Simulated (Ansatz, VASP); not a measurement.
**TiO in VASP and in Ansatz**

```
CELL_PARAMETERS angstrom
4.95846 0.00000 0.00000
-2.47923 4.29416 0.00000
0.00000 0.00000 2.83596
ATOMIC_POSITIONS crystal
Ti 0.66667 0.33333 0.50000
Ti 0.33333 0.66667 0.50000
Ti 0.00000 0.00000 0.00000
O 0.60529 0.60529 0.00000
O 0.39471 0.00000 0.00000
O 0.00000 0.39471 0.00000
```

Alike in both runs: functional PBEsol; k mesh 12 × 12 × 12; occupations gaussian, width 0.1 eV; no spin polarisation.

Ansatz relaxed the structure, and its values are those at the end. VASP's run is a single point on that final structure, the one shown.

```csv
,VASP,Ansatz
version,VASP 6.6.1,Ansatz 0.2.0
potentials or method,"VASP PAW PBE potentials, release 64 (Ti_sv, O), cutoff 520 eV","scalar-relativistic, plane waves, PAW"
valence electrons in the cell,54,54
```

|  | VASP | Ansatz | Ansatz less VASP |
| --- | --- | --- | --- |
| gap on the k mesh at the Fermi level (eV) | none | none | - |
| pressure (GPa) | 0.8 | 0.0 | -0.77 |
| rms of the force components (eV/Å) | 0.005 | 0.000 | -0.0046 |

VASP's potentials were made for PBE, not for PBEsol. A gap of «none» marks a metal or a gap that the smearing closes.
